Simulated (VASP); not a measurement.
A run of VASP 6.6.1 is set up as follows.

File INCAR:

```
PREC = Accurate
ENCUT = 600
EDIFF = 1E-6
ISMEAR = -1
SIGMA = 0.05
LREAL = F
LASPH = T
NELM = 200
ALGO = Normal
ISIF = 2
LWAVE = F
LCHARG = F
ISPIN = 2
MAGMOM = 0.5 0.5
LORBIT = 11
NUPDOWN = 1.0
LMAXMIX = 4
GGA = PE
NBANDS = 21
GGA_COMPAT = F
```

The input KPOINTS:

```
regular mesh
0
Gamma
  12 12 7
```

The input POSCAR:

```
Ni
1.0
    2.4480228978      0.0000000000      0.0000000000
   -1.2240114489      2.1200500186      0.0000000000
    0.0000000000      0.0000000000      4.0728075700
Ni
2
Direct
    0.6666666667      0.3333333333      0.7500000000
    0.3333333333      0.6666666667      0.2500000000
```

Potentials or basis: VASP PAW PBE potentials, release 64 (Ni).

The run is started by

```sh
$ cat potpaw_PBE.64/Ni/POTCAR > POTCAR
$ mpirun -np 1 vasp_std > vasp.out
```

Q: What does it give for the pressure?

A: 6.3 GPa.

Stress tensor (GPa, compression positive):
```
7.19 0.00 0.00
0.00 7.19 0.00
0.00 0.00 4.59
```

Caveat: the total moment is fixed, so each spin has its own Fermi level.
